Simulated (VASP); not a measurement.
# Ti (Fmmm) in VASP: single point with LDA

Aim: the single point of Ti with LDA.

Everything below comes from runs of VASP 6.6.1. Logs are shortened: lines on timing, memory, paths and dates and some standing lists are left out, and cuts for length are marked.

## (1) The cell of the first run

The structure is orthorhombic, space group Fmmm (No. 69). Conventional cell: a = 3.721 Å, b = 3.861 Å, c = 4.001 Å, α = 90.00°, β = 90.00°, γ = 90.00°. Ti (site symmetry mmm) has 12 Ti at 2.68 to 2.78 Å within 3.5 Å.

## (2) Single point, LDA (normal strain along x -0.0700, normal strain along y -0.0350)

Input file INCAR:

```
ALGO = Fast ; EDIFF = 1E-6
ENCUT = 520 ; GGA = CA
ISIF = 2 ; ISMEAR = 0
LASPH = True ; LCHARG = False
LREAL = False ; LWAVE = False
NBANDS = 12 ; NELM = 100
PREC = Accurate ; SIGMA = 0.15
```

Input file KPOINTS:

```
k-points
0
Gamma
  20 20 20
```

Input file POSCAR:

```
Ti
1.0
    0.0000000000      1.9305153388      2.0005340298
    1.8604966477      0.0000000000      2.0005340298
    1.8604966477      1.9305153388      0.0000000000
Ti
1
Direct
    0.0000000000      0.0000000000      0.0000000000
```

Potentials or basis: VASP PAW LDA potentials, release 64 (Ti_sv).

On the command line:

```sh
$ cat potpaw_LDA.64/Ti_sv/POTCAR > POTCAR
$ mpirun -np 1 vasp_std > vasp.out
```

OUTCAR:

```text
EDIFF = 1E-6
   ENCUT = 520
   GGA = CA
   ISIF = 2
   ISMEAR = 0
   LASPH = True
   LREAL = False
   NELM = 100
   PREC = Accurate

 ion  position               nearest neighbor table
   1  0.000  0.000  0.000-

  LATTYP: Found a face centered orthorhombic cell.
 ALAT       =     3.7209932954
 B/A-ratio  =     1.0376344086
 C/A-ratio  =     1.0752688172

  Lattice vectors:

 A1 = (   0.0000000000,   1.9305153388,   2.0005340298)
 A2 = (   1.8604966477,   0.0000000000,   2.0005340298)
 A3 = (   1.8604966477,   1.9305153388,   0.0000000000)

Analysis of symmetry for initial positions (statically):
=====================================================================
 Subroutine PRICEL returns:
 Original cell was already a primitive cell.

 Routine SETGRP: Setting up the symmetry group for a
 face centered orthorhombic supercell.

 Subroutine GETGRP returns: Found  8 space group operations
 (whereof  8 operations were pure point group operations)
 out of a pool of  8 trial point group operations.

The static configuration has the point symmetry D_2h.

Analysis of symmetry for dynamics (positions and initial velocities):
=====================================================================
 Subroutine PRICEL returns:
 Original cell was already a primitive cell.

 Routine SETGRP: Setting up the symmetry group for a
 face centered orthorhombic supercell.

 Subroutine GETGRP returns: Found  8 space group operations
 (whereof  8 operations were pure point group operations)
 out of a pool of  8 trial point group operations.

The dynamic configuration has the point symmetry D_2h.

 Subroutine INISYM returns: Found  8 space group operations
 (whereof  8 operations are pure point group operations),
 and found     1 'primitive' translations

----------------------------------------------------------------------------------------

                                     Primitive cell

  volume of cell :      14.3707

  direct lattice vectors                    reciprocal lattice vectors
     0.000000000  1.930515339  2.000534030    -0.268745445  0.258998201  0.249933264
     1.860496648  0.000000000  2.000534030     0.268745445 -0.258998201  0.249933264
     1.860496648  1.930515339  0.000000000     0.268745445  0.258998201 -0.249933264

  length of vectors
     2.780112566  2.731956109  2.681107467     0.449189068  0.449189068  0.449189068

  position of ions in fractional coordinates (direct lattice)
     0.000000000  0.000000000  0.000000000

  ion indices of the primitive-cell ions
   primitive index   ion index
                 1           1

----------------------------------------------------------------------------------------

 KPOINTS: k-points

Automatic generation of k-mesh.
 Grid dimensions read from file:
 generate k-points for:   20   20   20

 Generating k-lattice:

  Cartesian coordinates                     Fractional coordinates (reciprocal lattice)
    -0.013437272  0.012949910  0.012496663     0.050000000  0.000000000  0.000000000
     0.013437272 -0.012949910  0.012496663     0.000000000  0.050000000  0.000000000
     0.013437272  0.012949910 -0.012496663    -0.000000000 -0.000000000  0.050000000

  Length of vectors
     0.022459453  0.022459453  0.022459453

  Shift w.r.t. Gamma in fractional coordinates (k-lattice)
     0.000000000  0.000000000  0.000000000

 Subroutine IBZKPT returns following result:
 ===========================================

 Found   1166 irreducible k-points:

 Following reciprocal coordinates:
            Coordinates               Weight
  0.000000  0.000000  0.000000      1.000000
  0.050000 -0.000000  0.000000      8.000000
  0.100000 -0.000000  0.000000      8.000000
  0.150000 -0.000000  0.000000      8.000000
  0.200000 -0.000000  0.000000      8.000000
  0.250000 -0.000000  0.000000      8.000000
[... 16 lines left out ...]
 -0.400000  0.050000 -0.000000      8.000000
 -0.350000  0.050000 -0.000000      8.000000
 [... further k-points ...]
   k-points           NKPTS =   1166   k-points in BZ     NKDIM =   1166   number of bands    NBANDS=     12
   number of dos      NEDOS =    301   number of ions     NIONS =      1
   total plane-waves  NPLWV =   9600
   dimension x,y,z NGX =    24 NGY =   20 NGZ =   20
   dimension x,y,z NGXF=    48 NGYF=   40 NGZF=   40
   ions per type =               1
   NGX,Y,Z   is equivalent  to a cutoff of  14.35, 12.17, 12.40 a.u.
   NGXF,Y,Z  is equivalent  to a cutoff of  28.70, 24.34, 24.80 a.u.
 SYSTEM =  unknown system
   PREC   = accura    normal or accurate (medium, high low for compatibility)
   ISTART =      0    job   : 0-new  1-cont  2-samecut
   ICHARG =      2    charge: 1-file 2-atom 10-const
   ISPIN  =      1    spin polarized calculation?
   LNONCOLLINEAR =      F non collinear calculations
   LSORBIT =      F    spin-orbit coupling
   LASPH  =      T    aspherical Exc in radial PAW
   ENCUT  =  520.0 eV  38.22 Ry    6.18 a.u.   5.17  5.08  4.99*2*pi/ulx,y,z
   NELM   =    100;   NELMIN=  2; NELMDL= -5     # of ELM steps
   EDIFF  = 0.1E-05   stopping-criterion for ELM
   LREAL  =      F    real-space projection
   EDIFFG = 0.1E-04   stopping-criterion for IOM
   NSW    =      0    number of steps for IOM
   IBRION =     -1    ionic relax: 0-MD 1-quasi-New 2-CG
   NFREE  =      0    steps in history (QN), initial steepest desc. (CG)
   ISIF   =      2    stress and relaxation
   ISYM   =      2    0-nonsym 1-usesym 2-fastsym
   POTIM  = 0.5000    time-step for ionic-motion
   TEBEG  =    0.0;   TEEND  =   0.0 temperature during run
   PSTRESS=    0.0 pullay stress
   NELECT =      12.0000    total number of electrons
   NUPDOWN=      -1.0000    fix difference up-down
   EMIN   =  10.00;   EMAX   =-10.00  energy-range for DOS
   EFERMI =   0.00;   METHOD = LEGACY
   ISMEAR =     0;   SIGMA  =   0.15  broadening in eV -4-tet -1-fermi 0-gaus
   EFERMI_NEDOS =   21; number of points for ismear=-14 and -15
   IALGO  =     68    algorithm
   IMIX   =      4    mixing-type and parameters
     AMIX     =   0.40;   BMIX     =  1.00
     AMIX_MAG =   1.60;   BMIX_MAG =  1.00
  volume/ion in A,a.u.               =      14.37        96.98
  Fermi-wavevector in a.u.,A,eV,Ry     =   1.541615  2.913230 32.335284  2.376576
  Thomas-Fermi vector in A             =   2.647536
   LORBIT       =      0    0 simple, 1 ext, 2 COOP (PROOUT), +10 PAW based schemes
   GGA     = CA    functional components
   LHFCALC =     F    Hartree Fock is set to
   AEXX    =    0.0000 exact exchange contribution
   IVDW    =     0    specifies the selected vdW correction
   LEPSILON=     F    determine dielectric tensor
   LRPA    =     F    only Hartree local field effects (RPA)
 non-spin polarized calculation
 RMM-DIIS sequential band-by-band and
 Gauss-broadening in eV      SIGMA  =   0.15
  energy-cutoff  :      520.00
  volume of cell :       14.37
 maximum number of plane-waves:       403
 NGX is ok and might be reduce to    24
   NGX = 11   NGY = 11   NGZ =  9

 number of electron      11.9999999 magnetization

 Free energy of the ion-electron system (eV)
  ---------------------------------------------------
  ext. energy  EPLUGINS =         0.00000000
  ---------------------------------------------------
  free energy    TOTEN  =        -8.43076341 eV

  energy without entropy =       -8.41426285  energy(sigma->0) =       -8.42251313

 E-fermi :  10.1443     XC(G=0): -12.7202

 val. band max:       10.1414692404   @ k =  -0.3000   0.2500   0.1000
 cond. band min:      10.1467645745   @ k =  -0.4000   0.1500   0.3500
 fundamental gap:      0.0052953341
 Fermi energy:        10.1443255128

 k-point     1 :       0.0000    0.0000    0.0000
  band No.  band energies     occupation
      1     -45.6124      2.00000
      2     -21.5370      2.00000
      3     -21.5213      2.00000
      4     -21.5161      2.00000
      5       3.7713      2.00000
      6      10.7472      0.00000
      7      11.1235      0.00000
      8      11.4544      0.00000
      9      12.7732      0.00000
     10      13.5104      0.00000
     11      26.6205      0.00000
     12      30.8303      0.00000

 k-point     2 :       0.0500   -0.0000    0.0000
  band No.  band energies     occupation
      1     -45.6058      2.00000
      2     -21.5594      2.00000
      3     -21.5342      2.00000
      4     -21.5210      2.00000
      5       3.8696      2.00000
      6      10.7555      0.00000
      7      11.1245      0.00000
      8      11.4546      0.00000
      9      12.7546      0.00000
     10      13.4765      0.00000
     11      26.7361      0.00000
     12      30.6475      0.00000

 k-point     3 :       0.1000   -0.0000    0.0000
  band No.  band energies     occupation
      1     -45.5868      2.00000
      2     -21.6510      2.00000
      3     -21.5509      2.00000
      4     -21.5288      2.00000
      5       4.1571      2.00000
      6      10.7236      0.00000
      7      11.1291      0.00000
      8      11.5012      0.00000
      9      12.7191      0.00000
     10      13.3887      0.00000
     11      27.0310      0.00000
     12      29.6829      0.00000
[... 286 lines left out ...]
 k-point    23 :      -0.4000    0.0500   -0.0000
  band No.  band energies     occupation
      1     -45.3526      2.00000
      2     -22.7011      2.00000
      3     -21.7457      2.00000
      4     -21.6138      2.00000
      5       7.1257      2.00000
      6      10.6016      0.00002
      7      10.9572      0.00000
      8      11.3761      0.00000
      9      14.1474      0.00000
     10      14.7759      0.00000
     11      21.2856      0.00000
     12      26.0360      0.00000

 k-point    24 :      -0.3500    0.0500   -0.0000
  band No.  band energies     occupation
      1     -45.3791      2.00000
      2     -22.5888      2.00000
      3     -21.7284      2.00000
      4     -21.5996      2.00000
      5       6.9770      2.00000
      6      10.4899      0.00112
      7      10.7378      0.00000
      8      11.4840      0.00000
      9      13.8289      0.00000
     10      14.4482      0.00000
     11      22.2978      0.00000
     12      26.4437      0.00000

 [... further k-points ...]

------------------------ aborting loop because EDIFF is reached ----------------------------------------

  FORCE on cell =-STRESS in cart. coord.  units (eV):
  Direction    XX          YY          ZZ          XY          YZ          ZX
  --------------------------------------------------------------------------------------
  -------------------------------------------------------------------------------------
  Total        1.4778439      1.3826205      1.3003670      0.0000000      0.0000000      0.0000000
  in kB      164.7635169    154.1471421    144.9767778      0.0000000      0.0000000      0.0000000
  external PRESSURE =     154.6291456 kB  Pullay stress =       0.0000000 kB

 VOLUME and BASIS-vectors are now :
 -----------------------------------------------------------------------------
  energy-cutoff  :      520.00
  volume of cell :       14.37
      direct lattice vectors                 reciprocal lattice vectors
     0.000000000  1.930515339  2.000534030    -0.268745445  0.258998201  0.249933264
     1.860496648  0.000000000  2.000534030     0.268745445 -0.258998201  0.249933264
     1.860496648  1.930515339  0.000000000     0.268745445  0.258998201 -0.249933264

 POSITION                                       TOTAL-FORCE (eV/Angst)
 -----------------------------------------------------------------------------------
      0.00000      0.00000      0.00000        -0.000000      0.000000      0.000000
 -----------------------------------------------------------------------------------
    total drift:                                0.000000      0.000000      0.000000

  FREE ENERGIE OF THE ION-ELECTRON SYSTEM (eV)
  ---------------------------------------------------
  free  energy   TOTEN  =        -8.4307634135 eV

  energy  without entropy=       -8.4142628467  energy(sigma->0) =       -8.42251313
```

Run time: 2.9 min. Hardware: 1 thread of Intel Xeon Platinum 8375C at 2.90GHz (Ice Lake), shared host; peak memory 0.29 GiB.

What came out:

- Free energy: -8.4308 eV
- Pressure: 15.5 GPa
- Band gap on the k mesh: zero (bands 6 and 7 overlap by 1.48 eV)

Stress tensor (GPa, compression positive):
```
16.48  0.00  0.00
 0.00 15.41  0.00
 0.00  0.00 14.50
```

Caveat: the cell differs from its parent crystal (normal strain along x -0.0700, normal strain along y -0.0350); the cell stands under pressure.
